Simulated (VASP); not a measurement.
# Al: single point with PBEsol

Al:

```xyz
8
Lattice="3.2126 3.2126 3.2126 -3.2126 -3.2126 3.2126 3.2126 -3.2126 -3.2126" Properties=species:S:1:pos:R:3 pbc="T T T"
Al   -1.1700   -4.1486    0.0000
Al    1.6063   -1.6063   -1.6063
Al   -1.6063   -1.6063    1.6063
Al    0.0000    0.0000    0.0000
Al    1.6063   -1.6063    1.6063
Al    3.2126    0.0000    0.0000
Al    0.0000    0.0000    3.2126
Al    1.6063    1.6063    1.6063
```

This cell differs from its parent crystal: atom 1 (Al) moved by -1.170 Å along [1 0 0] and -0.936 Å along [0 1 0].

```yaml
Program: VASP 6.6.1
Task: single point
Functional: PBEsol
Potentials_or_basis: VASP PAW PBE potentials, release 64 (Al)
Cutoff: 520 eV
k_mesh: 10 × 10 × 10
Occupations: gaussian, width 0.15 eV
Spin: no spin polarisation
```

```
Pressure               : 23.5 GPa
Largest force          : 15.577 eV/Å
Band gap on the k mesh : zero (band 12 reaches 8.79 eV, above the bottom of band 13 at 6.07 eV)
```

Forces on the atoms (eV/Å):
```
Al   10.265  10.900   0.000
Al   -3.907  -5.860  13.894
Al    0.027   0.059  -0.004
Al    0.056  -0.413   0.000
Al   -3.907  -5.860 -13.894
Al    0.073   0.103   0.000
Al   -2.632   1.011   0.000
Al    0.027   0.059   0.004
```

Stress tensor (GPa, compression positive):
```
 8.99  3.13  0.00
 3.13  9.72  0.00
 0.00  0.00 51.77
```

Levels at points of the mesh, in eV from the Fermi level:
| k point | band 8 | band 9 | band 10 | band 11 | band 12 | band 13 | band 14 | band 15 | band 16 | band 17 |
| --- | --- | --- | --- | --- | --- | --- | --- | --- | --- | --- |
| (0.00, 0.00, 0.00) | -3.83 | -3.54 | -3.49 | -3.27 | -3.22 | -1.64 | 1.66 | 2.07 | 2.20 | 2.90 |
| (0.50, 0.00, 0.00) | -2.82 | -2.10 | -1.53 | -0.19 | 0.11 | 0.58 | 0.83 | 1.21 | 1.47 | 1.80 |
| (0.00, 0.50, 0.00) | -2.71 | -2.15 | -1.65 | -0.27 | 0.25 | 0.60 | 0.84 | 1.13 | 1.41 | 1.73 |
| (0.00, 0.00, 0.50) | -2.44 | -2.27 | -1.73 | -0.43 | -0.12 | 0.22 | 0.94 | 1.38 | 1.81 | 1.85 |
| (0.50, 0.50, 0.00) | -2.63 | -1.76 | -1.53 | 0.34 | 0.66 | 0.72 | 0.85 | 0.99 | 1.41 | 1.58 |
| (0.50, 0.50, 0.50) | -1.43 | -1.39 | -1.06 | -0.71 | -0.40 | -0.17 | 0.99 | 3.50 | 3.78 | 4.23 |

Run time: 27 min on 1 thread of Oxide Virtual Turin-like Processor (shared host), peak memory 0.62 GiB.

Caveat: the cell differs from its parent crystal (atom 1 (Al) moved by -1.170 Å along [1 0 0] and -0.936 Å along [0 1 0]); the PAW data sets were made with another functional, which shifts forces and pressure a little.
